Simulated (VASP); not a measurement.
Crystal: Br.

```
CELL_PARAMETERS angstrom
3.31780 -2.29116 0.00000
3.31780 2.29116 0.00000
0.00000 0.00000 8.58469
ATOMIC_POSITIONS crystal
Br 0.36510 0.63490 0.39010
Br 0.13490 0.86510 0.89010
Br 0.63490 0.36510 0.60990
Br 0.86510 0.13490 0.10990
```

Base run:

```yaml
Program: VASP 6.6.1
Functional: PBE
Potentials_or_basis: VASP PAW PBE potentials, release 64 (Br)
Cutoff: 520 eV
k_mesh: 7 × 7 × 3
Occupations: fermi-dirac, width 0.05 eV
Spin: no spin polarisation
```

Its results: band gap on the k mesh 2.04 eV, indirect (least direct gap 2.05 eV); pressure 3.3 GPa; largest force 1.383 eV/Å.

Question: After a change of settings the same cell gave: band gap on the k mesh 1.88 eV, indirect (least direct gap 1.90 eV); pressure 0.0 GPa; largest force 1.218 eV/Å. Which change was it?
A. functional from PBE to LDA; potentials or basis from VASP PAW PBE potentials, release 64 (Br) to VASP PAW LDA potentials, release 64 (Br)
B. functional from PBE to PBEsol; further incar settings from ALGO = Normal; EDIFF = 1e-06; NBANDS = 22 to ALGO = Normal; EDIFF = 1e-07; NBANDS = 22
C. k mesh from 7 × 7 × 3 to 6 × 6 × 3

Answer: A.

Caveats: forces of over 1 eV/Å act on the atoms, so gaps and moduli don't describe the material at rest.
